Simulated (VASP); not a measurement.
Here is a VASP 6.6.1 calculation.

Contents of INCAR:

```
SYSTEM = SnSe2
  PREC = Accurate
  ENCUT = 520
  EDIFF = 1E-7
  ISMEAR = 0
  SIGMA = 0.05
  LREAL = .FALSE.
  LASPH = .TRUE.
  NELM = 60
  ALGO = Normal
  ISIF = 2
  LWAVE = .FALSE.
  LCHARG = .FALSE.
  GGA = PS
  IVDW = 12
  NBANDS = 20
```

KPOINTS

```
Automatic mesh
0
G
  12 12 6
  0 0 0
```

File POSCAR:

```
SnSe2
1.0
    3.6585588303      0.0000000000      0.0000000000
   -1.8292794152      3.1684048883      0.0000000000
    0.0000000000      0.0000000000      6.1370000000
Sn Se
1 2
Direct
    0.0000000000      0.0000000000      0.0000000000
    0.3333333333      0.6666666667      0.2500000000
    0.6666666667      0.3333333333      0.7500000000
```

Potentials or basis: VASP PAW PBE potentials, release 64 (Sn_d, Se).

Run with:

```sh
$ cat potpaw_PBE.64/Sn_d/POTCAR potpaw_PBE.64/Se/POTCAR > POTCAR
$ mpirun -np 1 vasp_std > vasp.out
```

**Question.** Estimate the band gap on the k mesh.

**Answer.** 0.68 eV, indirect (least direct gap 1.32 eV).

**Question.** Estimate the pressure.

**Answer.** 7.5 GPa.

**Question.** Estimate the largest force.

**Answer.** 1.252 eV/Å.

**Question.** Estimate the dispersion energy per atom.

**Answer.** -0.356 eV.

Forces on the atoms (eV/Å):
```
Sn   0.000  0.000  0.000
Se   0.000  0.000  1.252
Se   0.000  0.000 -1.252
```

Caveat: the cell differs from its parent crystal (strain -0.040 along x and y, +0.000 along z); the PAW data sets were made with another functional, which shifts forces and pressure a little; spin-orbit coupling is left out, which moves the levels of the heavy elements. A k mesh can miss the band edges.
